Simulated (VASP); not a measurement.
Input of a VASP 6.6.1 run:

The input INCAR:

```
PREC = Accurate
ENCUT = 600
EDIFF = 1E-6
ISMEAR = -1
SIGMA = 0.05
LREAL = False
LASPH = True
NELM = 200
ALGO = Normal
ISIF = 2
LWAVE = False
LCHARG = False
ISPIN = 2
MAGMOM = 3 0
LORBIT = 11
NUPDOWN = 3.0
LMAXMIX = 4
GGA = PE
NBANDS = 20
GGA_COMPAT = False
```

File KPOINTS:

```
regular mesh
0
Gamma
  8 8 8
```

Contents of POSCAR:

```
AlFe
1.0
    2.9100000000      0.0000000000      0.0000000000
    0.0000000000      2.9100000000      0.0000000000
    0.0000000000      0.0000000000      2.9100000000
Fe Al
1 1
Direct
    0.5000000000      0.5000000000      0.5000000000
    0.0000000000      0.0000000000      0.0000000000
```

Potentials or basis: VASP PAW PBE potentials, release 64 (Fe_sv, Al).

Command:

```sh
$ cat potpaw_PBE.64/Fe_sv/POTCAR potpaw_PBE.64/Al/POTCAR > POTCAR
$ mpirun -np 1 vasp_std > vasp.out
```

What does it give for the pressure?

15.0 GPa.

Caveat: the cell stands under pressure; the total moment is fixed, so each spin has its own Fermi level.
